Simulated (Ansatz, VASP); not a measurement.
# One calculation of PbO, two programs

INCAR

```
SYSTEM = PbO
ALGO = Normal ; EDIFF = 1E-7
ENCUT = 520 ; GGA = PS
ISIF = 2 ; ISMEAR = 0
LASPH = .TRUE. ; LCHARG = .TRUE.
LELF = .TRUE. ; LREAL = .FALSE.
LVHAR = .TRUE. ; LWAVE = .FALSE.
NBANDS = 28 ; NELM = 100
PREC = Accurate ; SIGMA = 0.05
```

File KPOINTS:

```
k-points
0
G
  8 8 6
  0 0 0
```

POSCAR

```
PbO
1.0
    3.9744000000      0.0000000000      0.0000000000
    0.0000000000      3.9744000000      0.0000000000
    0.0000000000      0.0000000000      5.0220000000
Pb O
2 2
Direct
    0.0000000000      0.5000000000      0.2351000000
    0.5000000000      0.0000000000      0.7649000000
    0.0000000000      0.0000000000     -0.0398247710
    0.5000000000      0.5000000000     -0.0398247710
```

Input for Ansatz:

```yaml
crystal:
  lattice:
    - [3.9744, 0.0, 0.0]
    - [0.0, 3.9744, 0.0]
    - [0.0, 0.0, 5.022]
  atoms:
    - { symbol: Pb, position: [0.0, 0.5, 0.2351] }
    - { symbol: Pb, position: [0.5, 0.0, 0.7649] }
    - { symbol: O, position: [0.0, 0.0, -0.039824771] }
    - { symbol: O, position: [0.5, 0.5, -0.039824771] }
basis:
  ecutwfc: 420
kpoints:
  mp_grid: { grid: [8, 8, 6] }
hamiltonian:
  xc: pbesol
scf:
  occupations: { method: gaussian, width: 0.05 }
output:
  forces: true
  stress: true
  eigenvalues: true
```

Change from the starting cell: all O atoms moved -0.200 Å, as atom 3 along Cartesian [0 0 1].

Alike in both runs: task single point; functional PBEsol; k mesh 8 × 8 × 6; occupations gaussian, width 0.05 eV; no spin polarisation.

|  | VASP | Ansatz |
| --- | --- | --- |
| version | VASP 6.6.1 | Ansatz 0.2.0 |
| potentials or method | VASP PAW PBE potentials, release 64 (Pb_d, O), cutoff 520 eV | scalar-relativistic, plane waves, PAW |
| valence electrons in the cell | 40 | 40 |

|  | VASP | Ansatz | Ansatz less VASP |
| --- | --- | --- | --- |
| gap on the k mesh at the Fermi level (eV) | 1.07 | 1.06 | -0.005 |
| least direct gap on the mesh (eV) | 2.03 | 2.03 | 0.000 |
| pressure (GPa) | 1.9 | 1.9 | -0.08 |
| traceless stress, the component that is largest in VASP (GPa) | -1.79 | -1.76 | +0.034 |
| rms of the force components (eV/Å) | 0.946 | 0.936 | -0.0098 |

VASP's potentials were made for PBE, not for PBEsol. Atom by atom the forces differ by 0.019 eV/Å (rms over components). With one functional, cell and mesh, what is left measures potentials, basis and numerics.

Spin-orbit coupling is off throughout.
